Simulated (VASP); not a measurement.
Wanted: the native input for a VASP 6.6.1 run.

```
Task                   : single point
Functional             : LDA
Potentials or basis    : VASP PAW LDA potentials, release 64 (Re, Sb, N)
Cutoff                 : 520 eV
k mesh                 : 8 × 8 × 3
Occupations            : fermi-dirac, width 0.05 eV
Spin                   : no spin polarisation
Hubbard terms          : Re d U = 2.0 eV
Dipole correction      : no
Further INCAR settings : ALGO = Normal; EDIFF = 1e-06; NBANDS = 26
```

The structure of ReSbN lies in POSCAR:

```
ReSbN
1.0
    3.3669138265      0.0000000000      0.0000000000
    0.0000000000      3.3669138265      0.0000000000
    0.0000000000      0.0000000000      8.3829380147
Re Sb N
2 2 2
Direct
    0.0000000000      0.5000000000      0.8720283149
    0.5000000000      0.0000000000      0.1279716851
    0.0000000000      0.5000000000      0.3346139438
    0.5000000000      0.0000000000      0.6653860562
    0.0000000000      0.0000000000      0.0000000000
    0.5000000000      0.5000000000      0.0000000000
```

One way to write it, as run:

INCAR

```
SYSTEM = ReSbN
ALGO     = Normal         ! electronic algorithm
EDIFF    = 1E-6           ! SCF threshold, eV
ENCUT    = 520            ! plane-wave cutoff, eV
ISIF     = 2              ! what is computed and relaxed
ISMEAR   = -1             ! smearing method
LASPH    = .TRUE.         ! aspherical terms in the spheres
LCHARG   = .FALSE.        ! write CHGCAR
LDAU     = .TRUE.         ! DFT+U
LDAUJ    = 0 0 0        
LDAUL    = 2 -1 -1        ! shell
LDAUPRINT= 1            
LDAUTYPE = 2            
LDAUU    = 2 0 0          ! U, eV
LMAXMIX  = 4              ! l up to which the mixer works
LREAL    = .FALSE.        ! projectors in reciprocal space
LWAVE    = .FALSE.        ! write WAVECAR
NBANDS   = 26             ! bands
NELM     = 150            ! most SCF steps
PREC     = Accurate       ! precision mode
SIGMA    = 0.05           ! smearing width, eV
```

KPOINTS

```
k-points
0
G
  8 8 3
  0 0 0
```

Potentials or basis: VASP PAW LDA potentials, release 64 (Re, Sb, N).

The run is started by

```console
$ cat potpaw_LDA.64/Re/POTCAR potpaw_LDA.64/Sb/POTCAR potpaw_LDA.64/N/POTCAR > POTCAR
$ mpirun -np 1 vasp_std > vasp.out
```

It gave:

* Pressure: 2.9 GPa
* Largest force: 0.531 eV/Å
* Band gap on the k mesh: zero (band 17 reaches 9.45 eV, above the bottom of band 18 at 7.50 eV)

Caveat: spin-orbit coupling is left out, which moves the levels of the heavy elements; U without spin polarisation on a metal has little footing.

Run time: 40 s on 1 thread of Intel(R) Xeon(R) 6975P-C (Granite Rapids), on a shared host, peak memory 0.22 GiB.
